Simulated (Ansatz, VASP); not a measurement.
**One calculation of LaLu2N3, two programs**

```xyz
6
Lattice="-2.7892 2.7892 4.0915 2.7892 -2.7892 4.0915 2.7892 2.7892 -4.0915" Properties=species:S:1:pos:R:3 pbc="T T T"
La    0.0000    0.0000    4.0915
Lu    0.0000    2.7892    0.0000
Lu    2.7892    0.0000    0.0000
N     0.0000    0.0000    0.0000
N     0.0000    2.7892    2.0458
N     2.7892    0.0000    2.0458
```

Alike in both runs: functional PBE; k mesh 4 × 4 × 4; occupations gaussian, width 0.1 eV; no spin polarisation.

Ansatz relaxed the structure, and its values are those at the end. VASP's run is a single point on that final structure, the one shown.

```csv
,VASP,Ansatz
version,VASP 6.6.1,Ansatz 0.2.0
potentials or method,"VASP PAW PBE potentials, release 64 (La, Lu, N), cutoff 520 eV","scalar-relativistic, plane waves, PAW"
valence electrons in the cell,76,76
```

|  | VASP | Ansatz | Ansatz less VASP |
| --- | --- | --- | --- |
| gap on the k mesh at the Fermi level (eV) | none | none | - |
| pressure (GPa) | 0.7 | 0.1 | -0.57 |

A gap of «none» marks a metal or a gap that the smearing closes.

The k mesh is coarse, so the values compare programs but aren't converged. Neither program's run includes spin-orbit coupling.
